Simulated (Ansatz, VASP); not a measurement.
**Cu in VASP and in Ansatz**

```xyz
1
Lattice="0.0000 1.8152 1.8152 1.8152 0.0000 1.8152 1.8152 1.8152 0.0000" Properties=species:S:1:pos:R:3 pbc="T T T"
Cu    0.0000    0.0000    0.0000
```

Alike in both runs: functional PBE; k mesh 16 × 16 × 16; occupations gaussian, width 0.1 eV; no spin polarisation.

Ansatz relaxed the structure, and its values are those at the end. VASP's run is a single point on that final structure, the one shown.

|  | VASP | Ansatz |
| --- | --- | --- |
| version | VASP 6.6.1 | Ansatz 0.2.0 |
| potentials or method | VASP PAW PBE potentials, release 64 (Cu), cutoff 520 eV | scalar-relativistic, plane waves, PAW |
| valence electrons in the cell | 11 | 19 |

VASP gave:

* gap on the k mesh at the Fermi level (eV): none
* pressure (GPa): 0.6

What did Ansatz give for the same quantities?

gap on the k mesh at the Fermi level (eV): none; pressure (GPa): 0.0.

A gap of «none» marks a metal or a gap that the smearing closes. With one functional, cell and mesh, what is left measures potentials, basis and numerics. VASP's potentials hold 11 valence electrons a cell and Ansatz's 19, so a difference there can come from the potentials and not from the codes.
